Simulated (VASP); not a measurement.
Write the native input for VASP 6.6.1 that does the following.

```
Task                   : electric field gradients
Functional             : LDA
Potentials or basis    : VASP PAW LDA potentials, release 64 (Sb, Au)
Cutoff                 : 520 eV
k mesh                 : 9 × 9 × 9
Occupations            : fermi-dirac, width 0.08 eV
Spin                   : no spin polarisation
Dipole correction      : no
Further INCAR settings : ALGO = Normal; EDIFF = 1e-08; NBANDS = 18
```

The structure of Sb2Au lies in POSCAR:

```
Sb2Au
1.0
    0.0000000000      3.3612800000      3.3280000000
    3.3612800000      0.0000000000      3.3280000000
    3.3612800000      3.3612800000      0.0000000000
Sb Au
2 1
Direct
    0.2500000000      0.2500000000      0.2500000000
    0.7500000000      0.7500000000      0.7500000000
    0.0000000000      0.0000000000      0.0000000000
```

This cell differs from its parent crystal: equal xx and yy strain of +1 %.

One way to write it, as run:

INCAR

```
  PREC = Accurate
  ENCUT = 520
  EDIFF = 1E-8
  ISMEAR = -1
  SIGMA = 0.08
  LREAL = F
  LASPH = T
  NELM = 100
  ALGO = Normal
  ISIF = 2
  LWAVE = F
  LCHARG = F
  LEFG = T
  NBANDS = 18
```

KPOINTS

```
Automatic mesh
0
Gamma
  9 9 9
```

Potentials or basis: VASP PAW LDA potentials, release 64 (Sb, Au).

Launch:

```sh
$ cat potpaw_LDA.64/Sb/POTCAR potpaw_LDA.64/Au/POTCAR > POTCAR
$ mpirun -np 1 vasp_std > vasp.out
```

Results of the run:

```
Pressure : 1.1 GPa
```

Caveat: the cell differs from its parent crystal (equal xx and yy strain of +1 %); without QUAD_EFG the Cq values of the log hold for a quadrupole moment of 1 mb, not for the nuclei.

Wall time 57 s on 1 thread of Intel(R) Xeon(R) Platinum 8488C (Sapphire Rapids) (shared host), peak memory 0.24 GiB.
